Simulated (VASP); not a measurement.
# PbO2 (Fm-3m) in VASP: a series of runs

The runs below take PbO2 through relaxation of cell and atoms, single point, with BLYP, r2SCAN, PBEsol.

Program: VASP 6.6.1. These are calculated values, not measurements. Logs are shortened: lines on timing, memory, paths and dates and some standing lists are left out, and cuts for length are marked.

**1. The cell of the first run**

The structure is cubic, space group Fm-3m (No. 225). The conventional cell has a = 5.404 Å, b = 5.404 Å, c = 5.404 Å, α = 90.00°, β = 90.00°, γ = 90.00°. Within 3.1 Å of Pb (site symmetry m-3m) lie 8 O at 2.34 Å. Within 3.1 Å of O (site symmetry -43m) lie 4 Pb at 2.34 Å and 6 O at 2.70 Å.

**2. Relaxation of cell and atoms, BLYP**

The input, INCAR:

```
SYSTEM = PbO2
AGGAC = 1.0 ; AGGAX = 1.0
ALDAC = 0.0 ; ALDAX = 1.0
ALGO = Normal ; EDIFF = 1E-6
EDIFFG = -0.01 ; ENCUT = 600
GGA = B5 ; IBRION = 2
ISIF = 3 ; ISMEAR = -1
LASPH = .TRUE. ; LCHARG = .FALSE.
LREAL = .FALSE. ; LWAVE = .FALSE.
NELM = 100 ; NSW = 60
PREC = Accurate ; SIGMA = 0.05
```

The input, KPOINTS:

```
k-points
0
G
  9 9 9
  0 0 0
```

The input, POSCAR:

```
PbO2
1.0
    0.0000000000      2.7019920000      2.7019920000
    2.7019920000      0.0000000000      2.7019920000
    2.7019920000      2.7019920000      0.0000000000
Pb O
1 2
Direct
    0.0000000000      0.0000000000      0.0000000000
    0.7500000000      0.7500000000      0.7500000000
    0.2500000000      0.2500000000      0.2500000000
```

Potentials or basis: VASP PAW PBE potentials, release 64 (Pb_d, O).

Launch:

```
$ cat potpaw_PBE.64/Pb_d/POTCAR potpaw_PBE.64/O/POTCAR > POTCAR
$ mpirun -np 1 vasp_std > vasp.out
```

OUTCAR:

```text
SYSTEM = PbO2
   EDIFF = 1E-6
   EDIFFG = -0.01
   ENCUT = 600
   GGA = B5
   IBRION = 2
   ISIF = 3
   ISMEAR = -1
   LASPH = .TRUE.
   LREAL = .FALSE.
   NELM = 100
   NSW = 60
   PREC = Accurate

 ion  position               nearest neighbor table
   1  0.000  0.000  0.000-   2 2.34   2 2.34   2 2.34   3 2.34   3 2.34   3 2.34   3 2.34   2 2.34

   2  0.750  0.750  0.750-   1 2.34   1 2.34   1 2.34   1 2.34
   3  0.250  0.250  0.250-   1 2.34   1 2.34   1 2.34   1 2.34

  LATTYP: Found a face centered cubic cell.
 ALAT       =     5.4039840000

  Lattice vectors:

 A1 = (   0.0000000000,   2.7019920000,   2.7019920000)
 A2 = (   2.7019920000,   0.0000000000,   2.7019920000)
 A3 = (   2.7019920000,   2.7019920000,   0.0000000000)

Analysis of symmetry for initial positions (statically):
=====================================================================
 Subroutine PRICEL returns:
 Original cell was already a primitive cell.

 Routine SETGRP: Setting up the symmetry group for a
 face centered cubic supercell.

 Subroutine GETGRP returns: Found 48 space group operations
 (whereof 48 operations were pure point group operations)
 out of a pool of 48 trial point group operations.

The static configuration has the point symmetry O_h .

Analysis of symmetry for dynamics (positions and initial velocities):
=====================================================================
 Subroutine PRICEL returns:
 Original cell was already a primitive cell.

 Routine SETGRP: Setting up the symmetry group for a
 face centered cubic supercell.

 Subroutine GETGRP returns: Found 48 space group operations
 (whereof 48 operations were pure point group operations)
 out of a pool of 48 trial point group operations.

The dynamic configuration has the point symmetry O_h .

 Subroutine INISYM returns: Found 48 space group operations
 (whereof 48 operations are pure point group operations),
 and found     1 'primitive' translations

----------------------------------------------------------------------------------------

                                     Primitive cell

  volume of cell :      39.4532

  direct lattice vectors                    reciprocal lattice vectors
     0.000000000  2.701992000  2.701992000    -0.185048660  0.185048660  0.185048660
     2.701992000  0.000000000  2.701992000     0.185048660 -0.185048660  0.185048660
     2.701992000  2.701992000  0.000000000     0.185048660  0.185048660 -0.185048660

  length of vectors
     3.821193732  3.821193732  3.821193732     0.320513682  0.320513682  0.320513682

  position of ions in fractional coordinates (direct lattice)
     0.000000000  0.000000000  0.000000000
     0.750000000  0.750000000  0.750000000
     0.250000000  0.250000000  0.250000000

  ion indices of the primitive-cell ions
   primitive index   ion index
                 1           1
                 2           2
                 3           3

----------------------------------------------------------------------------------------

 KPOINTS: k-points

Automatic generation of k-mesh.
 Grid dimensions read from file:
 generate k-points for:    9    9    9

 Generating k-lattice:

  Cartesian coordinates                     Fractional coordinates (reciprocal lattice)
    -0.020560962  0.020560962  0.020560962     0.111111111  0.000000000  0.000000000
     0.020560962 -0.020560962  0.020560962     0.000000000  0.111111111  0.000000000
     0.020560962  0.020560962 -0.020560962     0.000000000  0.000000000  0.111111111

  Length of vectors
     0.035612631  0.035612631  0.035612631

  Shift w.r.t. Gamma in fractional coordinates (k-lattice)
     0.000000000  0.000000000  0.000000000

 Subroutine IBZKPT returns following result:
 ===========================================

 Found     35 irreducible k-points:

 Following reciprocal coordinates:
            Coordinates               Weight
  0.000000  0.000000  0.000000      1.000000
  0.111111  0.000000  0.000000      8.000000
  0.222222  0.000000  0.000000      8.000000
  0.333333  0.000000  0.000000      8.000000
  0.444444  0.000000  0.000000      8.000000
  0.111111  0.111111  0.000000      6.000000
[... 16 lines left out ...]
 -0.333333  0.333333  0.000000     12.000000
  0.444444  0.444444  0.000000      6.000000
 [... further k-points ...]
   k-points           NKPTS =     35   k-points in BZ     NKDIM =     35   number of bands    NBANDS=     17
   number of dos      NEDOS =    301   number of ions     NIONS =      3
   total plane-waves  NPLWV =  32768
   dimension x,y,z NGX =    32 NGY =   32 NGZ =   32
   dimension x,y,z NGXF=    64 NGYF=   64 NGZF=   64
   ions per type =               1   2
   NGX,Y,Z   is equivalent  to a cutoff of  13.92, 13.92, 13.92 a.u.
   NGXF,Y,Z  is equivalent  to a cutoff of  27.84, 27.84, 27.84 a.u.
 SYSTEM =  PbO2
   PREC   = accura    normal or accurate (medium, high low for compatibility)
   ISTART =      0    job   : 0-new  1-cont  2-samecut
   ICHARG =      2    charge: 1-file 2-atom 10-const
   ISPIN  =      1    spin polarized calculation?
   LNONCOLLINEAR =      F non collinear calculations
   LSORBIT =      F    spin-orbit coupling
   LASPH  =      T    aspherical Exc in radial PAW
   ENCUT  =  600.0 eV  44.10 Ry    6.64 a.u.   7.63  7.63  7.63*2*pi/ulx,y,z
   NELM   =    100;   NELMIN=  2; NELMDL= -5     # of ELM steps
   EDIFF  = 0.1E-05   stopping-criterion for ELM
   LREAL  =      F    real-space projection
   EDIFFG = -.1E-01   stopping-criterion for IOM
   NSW    =     60    number of steps for IOM
   IBRION =      2    ionic relax: 0-MD 1-quasi-New 2-CG
   NFREE  =      1    steps in history (QN), initial steepest desc. (CG)
   ISIF   =      3    stress and relaxation
   ISYM   =      2    0-nonsym 1-usesym 2-fastsym
   POTIM  = 0.5000    time-step for ionic-motion
   TEBEG  =    0.0;   TEEND  =   0.0 temperature during run
   PSTRESS=    0.0 pullay stress
   NELECT =      26.0000    total number of electrons
   NUPDOWN=      -1.0000    fix difference up-down
   EMIN   =  10.00;   EMAX   =-10.00  energy-range for DOS
   EFERMI =   0.00;   METHOD = LEGACY
   ISMEAR =    -1;   SIGMA  =   0.05  broadening in eV -4-tet -1-fermi 0-gaus
   EFERMI_NEDOS =   21; number of points for ismear=-14 and -15
   IALGO  =     38    algorithm
   IMIX   =      4    mixing-type and parameters
     AMIX     =   0.40;   BMIX     =  1.00
     AMIX_MAG =   1.60;   BMIX_MAG =  1.00
  volume/ion in A,a.u.               =      13.15        88.75
  Fermi-wavevector in a.u.,A,eV,Ry     =   1.424640  2.692180 27.614384  2.029600
  Thomas-Fermi vector in A             =   2.545110
   LORBIT       =      0    0 simple, 1 ext, 2 COOP (PROOUT), +10 PAW based schemes
   GGA     = B5    functional components
   LHFCALC =     F    Hartree Fock is set to
   AEXX    =    0.0000 exact exchange contribution
   IVDW    =     0    specifies the selected vdW correction
   LEPSILON=     F    determine dielectric tensor
   LRPA    =     F    only Hartree local field effects (RPA)
 conjugate gradient relaxation of ions
 non-spin polarized calculation
  energy-cutoff  :      600.00
  volume of cell :       39.45
 maximum number of plane-waves:      1363
   NGX = 15   NGY = 15   NGZ = 15

--------------------------------------- Ionic step        1  -------------------------------------------

 number of electron      25.9999996 magnetization

 Free energy of the ion-electron system (eV)
  ---------------------------------------------------
  ext. energy  EPLUGINS =         0.00000000
  ---------------------------------------------------
  free energy    TOTEN  =       -14.46124677 eV

  energy without entropy =      -14.45531583  energy(sigma->0) =      -14.45828130

------------------------ aborting loop because EDIFF is reached ----------------------------------------

  FORCE on cell =-STRESS in cart. coord.  units (eV):
  Direction    XX          YY          ZZ          XY          YZ          ZX
  --------------------------------------------------------------------------------------
  -------------------------------------------------------------------------------------
  Total        1.6399325      1.6399325      1.6399325      0.0000000      0.0000000     -0.0000000
  in kB       66.5969586     66.5969586     66.5969586      0.0000000      0.0000000     -0.0000000
  external PRESSURE =      66.5969586 kB  Pullay stress =       0.0000000 kB

 VOLUME and BASIS-vectors are now :
 -----------------------------------------------------------------------------
  energy-cutoff  :      600.00
  volume of cell :       39.45
      direct lattice vectors                 reciprocal lattice vectors
     0.000000000  2.701992000  2.701992000    -0.185048660  0.185048660  0.185048660
     2.701992000  0.000000000  2.701992000     0.185048660 -0.185048660  0.185048660
     2.701992000  2.701992000  0.000000000     0.185048660  0.185048660 -0.185048660
[... 38 lines left out ...]
 POSITION                                       TOTAL-FORCE (eV/Angst)
 -----------------------------------------------------------------------------------
      2.77325      0.00000      2.77325         0.000000      0.000000     -0.000000
      4.15987      4.15987      4.15987         0.000000     -0.000000      0.000000
      1.38662      1.38662      1.38662        -0.000000      0.000000      0.000000
 -----------------------------------------------------------------------------------
    total drift:                                0.000000     -0.000000      0.000000

  FREE ENERGIE OF THE ION-ELECTRON SYSTEM (eV)
  ---------------------------------------------------
  free  energy   TOTEN  =       -14.4924327423 eV

  energy  without entropy=      -14.4860181974  energy(sigma->0) =      -14.48922547

--------------------------------------- Ionic step        3  -------------------------------------------

 number of electron      25.9999997 magnetization

 Free energy of the ion-electron system (eV)
  ---------------------------------------------------
  ext. energy  EPLUGINS =         0.00000000
  ---------------------------------------------------
  free energy    TOTEN  =       -14.50284418 eV

  energy without entropy =      -14.49664001  energy(sigma->0) =      -14.49974209

 E-fermi :   5.3206     XC(G=0): -10.3974

 val. band max:        5.2663446694   @ k =  -0.3333   0.4444   0.2222
 cond. band min:       5.6787544092   @ k =  -0.1111   0.1111   0.0000
 fundamental gap:      0.4124097398
 Fermi energy:         5.3206323356

 k-point     1 :       0.0000    0.0000    0.0000
  band No.  band energies     occupation
      1     -12.6814      2.00000
      2     -10.2322      2.00000
      3     -10.2322      2.00000
      4     -10.2322      2.00000
      5     -10.1876      2.00000
      6     -10.0442      2.00000
[... 9 lines left out ...]
     16      12.2365      0.00000
     17      12.2365      0.00000
[... 441 lines left out ...]
 k-point    24 :       0.4444    0.4444    0.0000
  band No.  band energies     occupation
      1     -12.0196      2.00000
      2     -11.4841      2.00000
      3     -10.1369      2.00000
      4     -10.0335      2.00000
      5     -10.0335      2.00000
      6      -9.9925      2.00000
[... 9 lines left out ...]
     16      15.0729      0.00000
     17      15.5542      0.00000

 [... further k-points ...]
[... 5 lines left out ...]
  --------------------------------------------------------------------------------------
  -------------------------------------------------------------------------------------
  Total       -0.0055138     -0.0055138     -0.0055138     -0.0000000      0.0000000      0.0000000
  in kB       -0.2126538     -0.2126538     -0.2126538     -0.0000000      0.0000000      0.0000000
  external PRESSURE =      -0.2126538 kB  Pullay stress =       0.0000000 kB

 VOLUME and BASIS-vectors are now :
 -----------------------------------------------------------------------------
  energy-cutoff  :      600.00
  volume of cell :       41.54
      direct lattice vectors                 reciprocal lattice vectors
     0.000000000  2.748854218  2.748854218    -0.181893968  0.181893968  0.181893968
     2.748854218  0.000000000  2.748854218     0.181893968 -0.181893968  0.181893968
     2.748854218  2.748854218 -0.000000000     0.181893968  0.181893968 -0.181893968

 POSITION                                       TOTAL-FORCE (eV/Angst)
 -----------------------------------------------------------------------------------
      0.00000      0.00000      0.00000         0.000000     -0.000000      0.000000
      4.12328      4.12328      4.12328         0.000000      0.000000     -0.000000
      1.37443      1.37443      1.37443        -0.000000      0.000000      0.000000
 -----------------------------------------------------------------------------------
    total drift:                                0.000000     -0.000000      0.000000

  FREE ENERGIE OF THE ION-ELECTRON SYSTEM (eV)
  ---------------------------------------------------
  free  energy   TOTEN  =       -14.5028441836 eV

  energy  without entropy=      -14.4966400053  energy(sigma->0) =      -14.49974209

 reached required accuracy - stopping structural energy minimisation
```

It took 78 s on 1 thread of Intel Xeon Platinum 8259CL at 2.50GHz (Skylake/Cascade Lake), shared host; peak memory 0.2 GiB.

Results:

| Property | Result |
| --- | --- |
| Free energy | -14.5028 eV |
| Relaxed volume | 13.85 Å³/atom |
| Relaxed cell | a = 3.887 Å, b = 3.887 Å, c = 3.887 Å, α = 60.00°, β = 60.00°, γ = 60.00° |
| Space group after relaxing (to 0.05 Å) | Fm-3m (No. 225) |
| Energy gained by relaxing | 13.9 meV/atom |
| Ionic steps | 3 |
| Pressure after relaxing | 0.0 GPa |
| Band gap on the k mesh | zero (band 13 reaches 5.27 eV, above the bottom of band 14 at 4.23 eV) |

The path:
```tsv
step	energy change (eV)	largest force (eV/Å)	pressure (GPa)	volume (Å³)
1	0.0000	0.0000	6.66	39.45
2	-0.0312	0.0000	-2.91	42.66
3	-0.0416	0.0000	-0.02	41.54
```

Final structure:
```
CELL_PARAMETERS angstrom
0.00000 2.74885 2.74885
2.74885 0.00000 2.74885
2.74885 2.74885 0.00000
ATOMIC_POSITIONS crystal
Pb 0.00000 0.00000 0.00000
O 0.75000 0.75000 0.75000
O 0.25000 0.25000 0.25000
```

Levels at points of the mesh, in eV from the Fermi level:
```tsv
k point	band 10	band 11	band 12	band 13	band 14	band 15	band 16	band 17
(0.00, 0.00, 0.00)	-1.83	-1.83	-1.09	-1.09	-1.09	6.92	6.92	6.92
```

Caveat: the PAW data sets were made with another functional, which shifts forces and pressure a little; spin-orbit coupling is left out, which moves the levels of the heavy elements.

**3. Single point, r2SCAN, non-collinear spin, zero start, spin-orbit coupling**

POSCAR is that of step 2.

The input, INCAR.step1:

```
SYSTEM = PbO2
ALGO = Normal ; EDIFF = 1E-4
ENCUT = 520 ; GGA = PE
GGA_COMPAT = .False. ; ISMEAR = -1
LASPH = .True. ; LCHARG = .False.
LREAL = .False. ; LSORBIT = .True.
LWAVE = .True. ; MAGMOM = 0 0 0 0 0 0 0 0 0
NBANDS = 39 ; NELM = 150
PREC = Accurate ; SIGMA = 0.05
```

The input, INCAR.step2:

```
SYSTEM = PbO2
ALGO = Normal ; EDIFF = 1E-7
ENCUT = 520 ; GGA_COMPAT = .False.
ISIF = 2 ; ISMEAR = -1
ISTART = 1 ; LASPH = .True.
LCHARG = .True. ; LMIXTAU = .True.
LORBIT = 11 ; LORBMOM = .True.
LREAL = .False. ; LSORBIT = .True.
LVHAR = .True. ; LWAVE = .False.
MAGMOM = 0 0 0 0 0 0 0 0 0 ; METAGGA = R2SCAN
NBANDS = 39 ; NELM = 150
PREC = Accurate ; SIGMA = 0.05
```

The input, KPOINTS:

```
k-points
0
Gamma
  7 7 7
  0 0 0
```

Potentials or basis: VASP PAW PBE potentials, release 64 (Pb_d, O).

Launch:

```
$ cat potpaw_PBE.64/Pb_d/POTCAR potpaw_PBE.64/O/POTCAR > POTCAR
$ cp INCAR.step1 INCAR
$ mpirun -np 1 vasp_ncl > vasp.out
$ cp INCAR.step2 INCAR
$ mpirun -np 1 vasp_ncl > vasp.out
```

OUTCAR:

```text
SYSTEM = PbO2
   EDIFF = 1E-7
   ENCUT = 520
   ISIF = 2
   ISMEAR = -1
   ISTART = 1
   LASPH = .True.
   LORBIT = 11
   LREAL = .False.
   LSORBIT = .True.
   METAGGA = R2SCAN
   NELM = 150
   PREC = Accurate

 ion  position               nearest neighbor table
   1  0.000  0.000  0.000-   2 2.34   2 2.34   2 2.34   3 2.34   3 2.34   3 2.34   3 2.34   2 2.34

   2  0.750  0.750  0.750-   1 2.34   1 2.34   1 2.34   1 2.34
   3  0.250  0.250  0.250-   1 2.34   1 2.34   1 2.34   1 2.34

  LATTYP: Found a face centered cubic cell.
 ALAT       =     5.4039840000

  Lattice vectors:

 A1 = (   0.0000000000,   2.7019920000,   2.7019920000)
 A2 = (   2.7019920000,   0.0000000000,   2.7019920000)
[... 1138 lines left out ...]
     0.0000000     0.0000000     0.0000000     0.0000000     0.0000000     0.0000000     0.0000000
     0.0000000     0.0000000     0.0000000     0.0000000     0.0000000     0.0000000     0.0000000
     0.0000000     0.0000000     0.0000000     0.0000000     0.0000000     0.0000000     0.0000000
     0.0000000     0.0000000     0.0000000     0.0000000     0.0000000     0.0000000     0.0000000
     0.0000000     0.0000000     0.0000000     0.0000000     0.0000000     0.0000000     0.0000000

 total charge

# of ion       s       p       d       tot
------------------------------------------
    1        1.012   0.657   9.980  11.649
    2        1.594   3.368   0.000   4.963
    3        1.594   3.368   0.000   4.963
--------------------------------------------------
tot          4.201   7.394   9.980  21.574

 magnetization (x)

# of ion       s       p       d       tot
------------------------------------------
    1        0.000   0.000   0.000   0.000
    2        0.000  -0.000   0.000  -0.000
    3        0.000  -0.000   0.000  -0.000
--------------------------------------------------
tot          0.000  -0.000   0.000  -0.000

 magnetization (y)

# of ion       s       p       d       tot
------------------------------------------
    1        0.000   0.000   0.000   0.000
    2        0.000   0.000   0.000   0.000
    3        0.000   0.000   0.000   0.000
--------------------------------------------------
tot          0.000   0.000   0.000   0.000

 magnetization (z)

# of ion       s       p       d       tot
------------------------------------------
    1        0.000  -0.000   0.000   0.000
    2       -0.000  -0.000   0.000  -0.000
    3       -0.000  -0.000   0.000  -0.000
--------------------------------------------------
tot         -0.000  -0.000   0.000  -0.000
```

Run time: 6.1 min. Hardware: 1 thread of Intel Xeon Platinum 8259CL at 2.50GHz (Skylake/Cascade Lake), shared host; peak memory 0.31 GiB.

What came out:

| Quantity | Value |
| --- | --- |
| Free energy | -71.0747 eV |
| Pressure | -6.3 GPa |
| Net moment | 0.00 μB per cell |
| Valence electrons inside the program's atomic spheres | Pb 11.65; O 4.96 |

Moments on the atoms (μB; x, y, z):
```
Pb  0.00 0.00 0.00
O   0.00 0.00 0.00
O   0.00 0.00 0.00
```

Caveat: the PAW data sets were made with another functional, which shifts forces and pressure a little.

[end of part 1 of 2]
